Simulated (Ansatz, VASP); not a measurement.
# One calculation of HfO2, two programs

```
Hf O
1.0
     4.81353    0.00000    0.00000
     0.00000    4.81353    0.00000
     0.00000    0.00000    3.20542
Hf O
2 4
Direct
  0.49065 0.49807 0.50886
  0.00394 0.99721 0.98664
  0.80493 0.19942 0.50994
  0.68750 0.69082 0.00169
  0.31284 0.30387 0.00825
  0.19223 0.80029 0.51215
```

Change from the starting cell: atoms moved at random, drawn with an rms of 0.05 Å.

Alike in both runs: task single point; functional PBE; k mesh 6 × 6 × 8; occupations fermi-dirac, width 0.05 eV; no spin polarisation.

```csv
,VASP,Ansatz
version,VASP 6.6.1,Ansatz 0.2.0
potentials or method,"VASP PAW PBE potentials, release 64 (Hf_pv, O), cutoff 520 eV","all-electron LAPW, scalar-relativistic"
```

Ansatz gave:

```
gap on the k mesh at the Fermi level (eV)                     : 4.02
least direct gap on the mesh (eV)                             : 4.02
pressure (GPa)                                                : 9.6
traceless stress, the component that is largest in VASP (GPa) : 1.80
rms of the force components (eV/Å)                            : 0.584
```

Q: Estimate VASP's values.

A: gap on the k mesh at the Fermi level (eV): 3.98; least direct gap on the mesh (eV): 3.98; pressure (GPa): 6.6; traceless stress, the component that is largest in VASP (GPa): 1.25; rms of the force components (eV/Å): 0.574.

Atom by atom the forces differ by 0.027 eV/Å (rms over components). Ansatz ran all-electron here, and VASP with PAW potentials.

Neither program's run includes spin-orbit coupling.
